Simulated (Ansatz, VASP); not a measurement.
## Two plane-wave programs on Ta

The input INCAR:

```
ALGO = Normal
EDIFF = 1E-6
ENCUT = 520
GGA = PE
ISIF = 2
ISMEAR = 0
LASPH = T
LCHARG = F
LREAL = F
LWAVE = F
NBANDS = 12
NELM = 80
PREC = Accurate
SIGMA = 0.05
```

Contents of KPOINTS:

```
k-points
0
Gamma
  8 8 8
```

POSCAR

```
Ta
1.0
   -1.6527903846      1.6527903846      1.6527903846
    1.6527903846     -1.6527903846      1.6527903846
    1.6527903846      1.6527903846     -1.6527903846
Ta
1
Direct
    0.0000000000      0.0000000000      0.0000000000
```

Input for Ansatz:

```yaml
crystal:
  lattice:
    - [-1.6527903846, 1.6527903846, 1.6527903846]
    - [1.6527903846, -1.6527903846, 1.6527903846]
    - [1.6527903846, 1.6527903846, -1.6527903846]
  atoms:
    - { symbol: Ta, position: [0.0, 0.0, 0.0] }
basis:
  ecutwfc: 420
  ecutrho_ratio: 4
kpoints:
  mp_grid: { grid: [8, 8, 8] }
hamiltonian:
  xc: pbe
scf:
  occupations: { method: gaussian, width: 0.05 }
output:
  forces: true
  stress: true
  eigenvalues: true
```

Alike in both runs: task single point; functional PBE; k mesh 8 × 8 × 8; occupations gaussian, width 0.05 eV; no spin polarisation.

```csv
,VASP,Ansatz
version,VASP 6.6.1,Ansatz 0.2.0
potentials or method,"VASP PAW PBE potentials, release 64 (Ta_pv), cutoff 520 eV","scalar-relativistic, plane waves, PAW"
valence electrons in the cell,11,13
```

VASP gave:

| Property | Result |
| --- | --- |
| pressure (GPa) | 0.5 |

Problem. Which values does Ansatz return?

Solution. Pressure (GPa): 0.4.

The functional is the same, so the differences come from potentials, cutoffs and numerics. VASP's potentials hold 11 valence electrons a cell and Ansatz's 13, so a difference there can come from the potentials and not from the codes.

Neither program's run includes spin-orbit coupling.
